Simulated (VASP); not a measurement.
# NbFe3Sn (Pm-3m) in VASP: further runs

NbFe3Sn is run at these levels: PBE; tasks: single point, relaxation of cell and atoms.

All numbers are computed with VASP 6.6.1; they aren't measurements. Logs are shortened: lines on timing, memory, paths and dates and some standing lists are left out, and cuts for length are marked.

## 1. The cell of the first run

The structure is cubic, space group Pm-3m (No. 221). The conventional cell has a = 4.129 Å, b = 4.129 Å, c = 4.129 Å, α = 90.00°, β = 90.00°, γ = 90.00°. Within 3.8 Å of Nb (site symmetry m-3m) lie 12 Fe at 2.92 Å and 8 Sn at 3.58 Å. Fe (site symmetry 4/mmm) has 2 Sn at 2.06 Å within 2.7 Å. Sn (site symmetry m-3m) has 6 Fe at 2.06 Å within 2.7 Å.

## 2. Single point, PBE, collinear spin, ferromagnetic start

The input, INCAR:

```
ALGO     = Fast           # electronic algorithm
EDIFF    = 1E-6           # SCF threshold, eV
ENCUT    = 520            # plane-wave cutoff, eV
GGA      = PE             # functional
ISIF     = 2              # what is computed and relaxed
ISMEAR   = 0              # smearing method
ISPIN    = 2              # spin polarisation
LASPH    = True           # aspherical terms in the spheres
LCHARG   = False          # write CHGCAR
LMAXMIX  = 4              # l up to which the mixer works
LORBIT   = 11             # projections on sites
LREAL    = False          # projectors in reciprocal space
LWAVE    = False          # write WAVECAR
MAGMOM   = 0 4 4 4 0      # initial moments
NBANDS   = 38             # bands
NELM     = 150            # most SCF steps
PREC     = Accurate       # precision mode
SIGMA    = 0.1            # smearing width, eV
```

The input, KPOINTS:

```
k-points
0
Gamma
  4 4 4
```

The input, POSCAR:

```
NbFe3Sn
1.0
    4.1285918738      0.0000000000      0.0000000000
    0.0000000000      4.1285918738      0.0000000000
    0.0000000000      0.0000000000      4.1285918738
Nb Fe Sn
1 3 1
Direct
    0.0000000000      0.0000000000      0.0000000000
    0.0000000000      0.5000000000      0.5000000000
    0.5000000000      0.0000000000      0.5000000000
    0.5000000000      0.5000000000      0.0000000000
    0.5000000000      0.5000000000      0.5000000000
```

Potentials or basis: VASP PAW PBE potentials, release 64 (Nb_sv, Fe, Sn_d).

Run with:

```bash
$ cat potpaw_PBE.64/Nb_sv/POTCAR potpaw_PBE.64/Fe/POTCAR potpaw_PBE.64/Sn_d/POTCAR > POTCAR
$ mpirun -np 1 vasp_std > vasp.out
```

OUTCAR:

```text
EDIFF = 1E-6
   ENCUT = 520
   GGA = PE
   ISIF = 2
   ISMEAR = 0
   ISPIN = 2
   LASPH = True
   LORBIT = 11
   LREAL = False
   NELM = 150
   PREC = Accurate

 ion  position               nearest neighbor table
   1  0.000  0.000  0.000-   2 2.92   3 2.92   4 2.92   2 2.92   3 2.92   2 2.92   4 2.92   2 2.92
                             3 2.92   4 2.92   3 2.92   4 2.92
   2  0.000  0.500  0.500-   5 2.06   5 2.06   4 2.92   1 2.92   1 2.92   4 2.92   1 2.92   3 2.92
                             1 2.92   3 2.92   4 2.92   3 2.92   4 2.92   3 2.92
   3  0.500  0.000  0.500-   5 2.06   5 2.06   4 2.92   1 2.92   1 2.92   4 2.92   2 2.92   4 2.92
                             2 2.92   4 2.92   1 2.92   2 2.92   1 2.92   2 2.92
   4  0.500  0.500  0.000-   5 2.06   5 2.06   3 2.92   1 2.92   2 2.92   3 2.92   2 2.92   1 2.92
                             3 2.92   3 2.92   1 2.92   2 2.92   2 2.92   1 2.92
   5  0.500  0.500  0.500-   2 2.06   3 2.06   4 2.06   4 2.06   3 2.06   2 2.06

  LATTYP: Found a simple cubic cell.
 ALAT       =     4.1285918738

  Lattice vectors:

 A1 = (   4.1285918738,   0.0000000000,   0.0000000000)
 A2 = (   0.0000000000,   4.1285918738,   0.0000000000)
 A3 = (   0.0000000000,   0.0000000000,   4.1285918738)

Analysis of symmetry for initial positions (statically):
=====================================================================
 Subroutine PRICEL returns:
 Original cell was already a primitive cell.

 Routine SETGRP: Setting up the symmetry group for a
 simple cubic supercell.

 Subroutine GETGRP returns: Found 48 space group operations
 (whereof 48 operations were pure point group operations)
 out of a pool of 48 trial point group operations.

The static configuration has the point symmetry O_h .

Analysis of symmetry for dynamics (positions and initial velocities):
=====================================================================
 Subroutine PRICEL returns:
 Original cell was already a primitive cell.

 Routine SETGRP: Setting up the symmetry group for a
 simple cubic supercell.

 Subroutine GETGRP returns: Found 48 space group operations
 (whereof 48 operations were pure point group operations)
 out of a pool of 48 trial point group operations.

The dynamic configuration has the point symmetry O_h .

Analysis of structural, dynamic, and magnetic symmetry:
=====================================================================
 Subroutine PRICEL returns:
 Original cell was already a primitive cell.

 Routine SETGRP: Setting up the symmetry group for a
 simple cubic supercell.

 Subroutine GETGRP returns: Found 48 space group operations
 (whereof 48 operations were pure point group operations)
 out of a pool of 48 trial point group operations.

The overall configuration has the point symmetry O_h .

 Subroutine INISYM returns: Found 48 space group operations
 (whereof 48 operations are pure point group operations),
 and found     1 'primitive' translations

----------------------------------------------------------------------------------------

                                     Primitive cell

  volume of cell :      70.3730

  direct lattice vectors                    reciprocal lattice vectors
     4.128591874  0.000000000  0.000000000     0.242213333  0.000000000  0.000000000
     0.000000000  4.128591874  0.000000000     0.000000000  0.242213333  0.000000000
     0.000000000  0.000000000  4.128591874     0.000000000  0.000000000  0.242213333

  length of vectors
     4.128591874  4.128591874  4.128591874     0.242213333  0.242213333  0.242213333

  position of ions in fractional coordinates (direct lattice)
     0.000000000  0.000000000  0.000000000
     0.000000000  0.500000000  0.500000000
     0.500000000  0.000000000  0.500000000
     0.500000000  0.500000000  0.000000000
     0.500000000  0.500000000  0.500000000

  ion indices of the primitive-cell ions
   primitive index   ion index
                 1           1
                 2           2
[... 34 lines left out ...]
  0.500000  0.000000  0.000000      3.000000
  0.250000  0.250000  0.000000     12.000000
  0.500000  0.250000  0.000000     12.000000
  0.500000  0.500000  0.000000      3.000000
  0.250000  0.250000  0.250000      8.000000
  0.500000  0.250000  0.250000     12.000000
  0.500000  0.500000  0.250000      6.000000
  0.500000  0.500000  0.500000      1.000000
   k-points           NKPTS =     10   k-points in BZ     NKDIM =     10   number of bands    NBANDS=     38
   number of dos      NEDOS =    301   number of ions     NIONS =      5
   total plane-waves  NPLWV =  32768
   dimension x,y,z NGX =    32 NGY =   32 NGZ =   32
   dimension x,y,z NGXF=    64 NGYF=   64 NGZF=   64
   ions per type =               1   3   1
   NGX,Y,Z   is equivalent  to a cutoff of  12.89, 12.89, 12.89 a.u.
   NGXF,Y,Z  is equivalent  to a cutoff of  25.77, 25.77, 25.77 a.u.
 SYSTEM =  unknown system
   PREC   = accura    normal or accurate (medium, high low for compatibility)
   ISTART =      0    job   : 0-new  1-cont  2-samecut
   ICHARG =      2    charge: 1-file 2-atom 10-const
   ISPIN  =      2    spin polarized calculation?
   LNONCOLLINEAR =      F non collinear calculations
   LSORBIT =      F    spin-orbit coupling
   LASPH  =      T    aspherical Exc in radial PAW
   ENCUT  =  520.0 eV  38.22 Ry    6.18 a.u.   7.68  7.68  7.68*2*pi/ulx,y,z
   NELM   =    150;   NELMIN=  2; NELMDL= -5     # of ELM steps
   EDIFF  = 0.1E-05   stopping-criterion for ELM
   LREAL  =      F    real-space projection
   EDIFFG = 0.1E-04   stopping-criterion for IOM
   NSW    =      0    number of steps for IOM
   IBRION =     -1    ionic relax: 0-MD 1-quasi-New 2-CG
   NFREE  =      0    steps in history (QN), initial steepest desc. (CG)
   ISIF   =      2    stress and relaxation
   ISYM   =      2    0-nonsym 1-usesym 2-fastsym
   POTIM  = 0.5000    time-step for ionic-motion
   TEBEG  =    0.0;   TEEND  =   0.0 temperature during run
   PSTRESS=    0.0 pullay stress
   NELECT =      51.0000    total number of electrons
   NUPDOWN=      -1.0000    fix difference up-down
   EMIN   =  10.00;   EMAX   =-10.00  energy-range for DOS
   EFERMI =   0.00;   METHOD = LEGACY
   ISMEAR =     0;   SIGMA  =   0.10  broadening in eV -4-tet -1-fermi 0-gaus
   EFERMI_NEDOS =   21; number of points for ismear=-14 and -15
   IALGO  =     68    algorithm
   IMIX   =      4    mixing-type and parameters
     AMIX     =   0.40;   BMIX     =  1.00
     AMIX_MAG =   1.60;   BMIX_MAG =  1.00
  volume/ion in A,a.u.               =      14.07        94.98
  Fermi-wavevector in a.u.,A,eV,Ry     =   1.470493  2.778829 29.420550  2.162349
  Thomas-Fermi vector in A             =   2.585743
   LORBIT       =     11    0 simple, 1 ext, 2 COOP (PROOUT), +10 PAW based schemes
   GGA     = PE    functional components
   LHFCALC =     F    Hartree Fock is set to
   AEXX    =    0.0000 exact exchange contribution
   IVDW    =     0    specifies the selected vdW correction
   LEPSILON=     F    determine dielectric tensor
   LRPA    =     F    only Hartree local field effects (RPA)
 spin polarized calculation
 RMM-DIIS sequential band-by-band and
 Gauss-broadening in eV      SIGMA  =   0.10
  energy-cutoff  :      520.00
  volume of cell :       70.37
 maximum number of plane-waves:      1924
 NGX is ok and might be reduce to    32
   NGX = 15   NGY = 15   NGZ = 15

 number of electron      51.0000000 magnetization      12.0000000

 number of electron      50.9999976 magnetization       1.3531836

 Free energy of the ion-electron system (eV)
  ---------------------------------------------------
  ext. energy  EPLUGINS =         0.00000000
  ---------------------------------------------------
  free energy    TOTEN  =       -27.19939978 eV

  energy without entropy =      -27.18502419  energy(sigma->0) =      -27.19221199

 E-fermi :   9.1593     XC(G=0): -12.6233

 val. band max:        9.1487973834   @ k =   0.5000   0.5000   0.0000
 cond. band min:       9.1998836011   @ k =   0.2500   0.0000   0.0000
 fundamental gap:      0.0510862177
 Fermi energy:         9.1592842375

 spin component 1

 k-point     1 :       0.0000    0.0000    0.0000
  band No.  band energies     occupation
      1     -46.4775      1.00000
      2     -22.4083      1.00000
      3     -22.4083      1.00000
      4     -22.4083      1.00000
      5     -13.0126      1.00000
      6     -13.0126      1.00000
[... 389 lines left out ...]
     36      13.8268      0.00000
     37      14.8955      0.00000
 Fermi energy:         9.1592842375

 spin component 2

 k-point     1 :       0.0000    0.0000    0.0000
  band No.  band energies     occupation
      1     -46.7584      1.00000
      2     -22.7301      1.00000
      3     -22.7301      1.00000
      4     -22.7301      1.00000
      5     -13.0096      1.00000
      6     -13.0096      1.00000
[... 389 lines left out ...]
     36      13.8703      0.00000
     37      14.8409      0.00000
 [bands above 37 left out]

------------------------ aborting loop because EDIFF is reached ----------------------------------------

  FORCE on cell =-STRESS in cart. coord.  units (eV):
  Direction    XX          YY          ZZ          XY          YZ          ZX
  --------------------------------------------------------------------------------------
  -------------------------------------------------------------------------------------
  Total       23.9273801     23.9273801     23.9273801      0.0000000     -0.0000000      0.0000000
  in kB      544.7533004    544.7533004    544.7533004      0.0000000     -0.0000000      0.0000000
  external PRESSURE =     544.7533004 kB  Pullay stress =       0.0000000 kB

 VOLUME and BASIS-vectors are now :
 -----------------------------------------------------------------------------
  energy-cutoff  :      520.00
  volume of cell :       70.37
      direct lattice vectors                 reciprocal lattice vectors
     4.128591874  0.000000000  0.000000000     0.242213333  0.000000000  0.000000000
     0.000000000  4.128591874  0.000000000     0.000000000  0.242213333  0.000000000
     0.000000000  0.000000000  4.128591874     0.000000000  0.000000000  0.242213333

 POSITION                                       TOTAL-FORCE (eV/Angst)
 -----------------------------------------------------------------------------------
      0.00000      0.00000      0.00000         0.000000      0.000000      0.000000
      0.00000      2.06430      2.06430         0.000000      0.000000      0.000000
      2.06430      0.00000      2.06430         0.000000      0.000000      0.000000
      2.06430      2.06430      0.00000         0.000000      0.000000      0.000000
      2.06430      2.06430      2.06430         0.000000      0.000000      0.000000
 -----------------------------------------------------------------------------------
    total drift:                                0.000000     -0.000000     -0.000000

  FREE ENERGIE OF THE ION-ELECTRON SYSTEM (eV)
  ---------------------------------------------------
  free  energy   TOTEN  =       -27.1993997778 eV

  energy  without entropy=      -27.1850241948  energy(sigma->0) =      -27.19221199

 total charge

# of ion       s       p       d       tot
------------------------------------------
    1        2.174   5.992   2.162  10.329
    2        0.466   0.569   6.679   7.715
    3        0.466   0.569   6.679   7.715
    4        0.466   0.569   6.679   7.715
    5        1.338   2.052  10.476  13.866
--------------------------------------------------
tot          4.912   9.751  32.676  47.339

 magnetization (x)

# of ion       s       p       d       tot
------------------------------------------
    1       -0.010  -0.013  -0.391  -0.414
    2       -0.000  -0.017   0.691   0.674
    3       -0.000  -0.017   0.691   0.674
    4       -0.000  -0.017   0.691   0.674
    5       -0.011  -0.044   0.006  -0.049
--------------------------------------------------
tot         -0.022  -0.107   1.689   1.561
```

Run time: 61 s. Hardware: 1 thread of Intel Xeon 6975P-C (Granite Rapids), shared host; peak memory 0.22 GiB.

Results:

- Free energy: -27.1994 eV
- Pressure: 54.5 GPa
- Net moment: 1.35 μB per cell
- Site moments: Nb -0.41; Fe +0.67; Sn -0.05 μB
- Valence electrons inside the program's atomic spheres: Nb 10.33; Fe 7.71; Sn 13.87

Levels at points of the mesh, in eV from the Fermi level:
Spin up:
```tsv
k point	band 23	band 24	band 25	band 26	band 27	band 28	band 29	band 30
(0.00, 0.00, 0.00)	-0.60	-0.60	-0.32	-0.32	-0.32	-0.30	1.12	1.12
(0.50, 0.00, 0.00)	-0.82	-0.82	-0.51	-0.32	-0.12	-0.12	0.73	1.16
(0.50, 0.50, 0.00)	-1.47	-1.28	-1.17	-0.52	0.23	0.23	0.49	0.49
(0.50, 0.50, 0.50)	-0.42	-0.42	-0.42	-0.21	-0.21	-0.21	0.27	0.27
```
Spin down:
```tsv
k point	band 23	band 24	band 25	band 26	band 27	band 28
(0.00, 0.00, 0.00)	0.06	0.06	0.28	0.28	0.28	0.97
(0.50, 0.00, 0.00)	-0.36	-0.14	-0.07	-0.07	0.28	0.41
(0.50, 0.50, 0.00)	-1.12	-0.74	-0.08	-0.01	0.49	0.49
(0.50, 0.50, 0.50)	-0.31	-0.31	-0.31	0.56	0.56	0.56
```

Caveat: the k points lie up to 0.38 Å⁻¹ apart; spin-orbit coupling is left out, which moves the levels of the heavy elements.

## 3. Single point, PBE, collinear spin, ferrimagnetic start

This run uses another cell than the first one, of 20.22 Å³/atom.

The input, INCAR:

```
ALGO = Normal ; EDIFF = 1E-7
ENCUT = 520 ; GGA = PE
ISIF = 2 ; ISMEAR = 0
ISPIN = 2 ; LASPH = T
LCHARG = F ; LMAXMIX = 4
LORBIT = 11 ; LREAL = F
LWAVE = F ; MAGMOM = -0.48 0.72 0.72 0.72 0
NBANDS = 38 ; NELM = 150
PREC = Accurate ; SIGMA = 0.1
```

KPOINTS is that of step 2.

Edit POSCAR of step 2 so:

```diff
@@ -2,5 +2,5 @@
 1.0
-    4.1285918738      0.0000000000      0.0000000000
-    0.0000000000      4.1285918738      0.0000000000
-    0.0000000000      0.0000000000      4.1285918738
+    4.6588862311      0.0000000000      0.0000000000
+    0.0000000000      4.6588862311      0.0000000000
+    0.0000000000      0.0000000000      4.6588862311
 Nb Fe Sn
```

Potentials or basis: VASP PAW PBE potentials, release 64 (Nb_sv, Fe, Sn_d).

Run with:

```bash
$ cat potpaw_PBE.64/Nb_sv/POTCAR potpaw_PBE.64/Fe/POTCAR potpaw_PBE.64/Sn_d/POTCAR > POTCAR
$ mpirun -np 1 vasp_std > vasp.out
```

OUTCAR:

```text
EDIFF = 1E-7
   ENCUT = 520
   GGA = PE
   ISIF = 2
   ISMEAR = 0
   ISPIN = 2
   LASPH = T
   LORBIT = 11
   LREAL = F
   NELM = 150
   PREC = Accurate

 ion  position               nearest neighbor table
   1  0.000  0.000  0.000-
   2  0.000  0.500  0.500-   5 2.33   5 2.33
   3  0.500  0.000  0.500-   5 2.33   5 2.33
   4  0.500  0.500  0.000-   5 2.33   5 2.33
   5  0.500  0.500  0.500-   2 2.33   3 2.33   4 2.33   4 2.33   3 2.33   2 2.33

  LATTYP: Found a simple cubic cell.
[... 1016 lines left out ...]
     4.658886231  0.000000000  0.000000000     0.214643576  0.000000000  0.000000000
     0.000000000  4.658886231  0.000000000     0.000000000  0.214643576  0.000000000
     0.000000000  0.000000000  4.658886231     0.000000000  0.000000000  0.214643576

 POSITION                                       TOTAL-FORCE (eV/Angst)
 -----------------------------------------------------------------------------------
      0.00000      0.00000      0.00000         0.000000      0.000000      0.000000
      0.00000      2.32944      2.32944         0.000000      0.000000      0.000000
      2.32944      0.00000      2.32944         0.000000      0.000000      0.000000
      2.32944      2.32944      0.00000         0.000000      0.000000      0.000000
      2.32944      2.32944      2.32944         0.000000      0.000000      0.000000
 -----------------------------------------------------------------------------------
    total drift:                                0.000000      0.000000      0.000000

  FREE ENERGIE OF THE ION-ELECTRON SYSTEM (eV)
  ---------------------------------------------------
  free  energy   TOTEN  =       -31.1219564183 eV

  energy  without entropy=      -31.0763283398  energy(sigma->0) =      -31.09914238

 total charge

# of ion       s       p       d       tot
------------------------------------------
    1        2.133   5.939   2.252  10.324
    2        0.385   0.346   6.252   6.983
    3        0.385   0.346   6.252   6.983
    4        0.385   0.346   6.252   6.983
    5        1.207   1.690  10.122  13.019
--------------------------------------------------
tot          4.496   8.666  31.130  44.293

 magnetization (x)

# of ion       s       p       d       tot
------------------------------------------
    1       -0.048  -0.028  -1.693  -1.769
    2        0.042  -0.008   2.561   2.594
    3        0.042  -0.008   2.561   2.594
    4        0.042  -0.008   2.561   2.594
    5       -0.029  -0.069  -0.003  -0.101
--------------------------------------------------
tot          0.048  -0.121   5.986   5.913
```

stdout:

```text
POSCAR found type information on POSCAR NbFeSn
 POSCAR found :  3 types and       5 ions
 scaLAPACK will be used
 LDA part: xc-table for (Slater+PW92), standard interpolation
 POSCAR, INCAR and KPOINTS ok, starting setup
 FFT: planning ... GRIDC
 FFT: planning ... GRID_SOFT
 FFT: planning ... GRID
 WAVECAR not read
 entering main loop
```

Run time: 60 s. Hardware: 1 thread of Intel Xeon 6975P-C (Granite Rapids), shared host; peak memory 0.27 GiB.

What came out:

```yaml
Free_energy: -31.1220 eV
Pressure: 0.0 GPa
Band_gap_on_the_k_mesh: zero (filled and empty bands overlap)
Net_moment: 4.97 μB per cell
Site_moments: Nb -1.77; Fe +2.59; Sn -0.10 μB
Valence_electrons_inside_the_program's_atomic_spheres: Nb 10.32; Fe 6.98; Sn 13.02
```

Caveat: spin-orbit coupling is left out, which moves the levels of the heavy elements.

(Part 1 of 2 ends here.)

The gap in the log of VASP goes by the Fermi energy; the results here count the filled bands.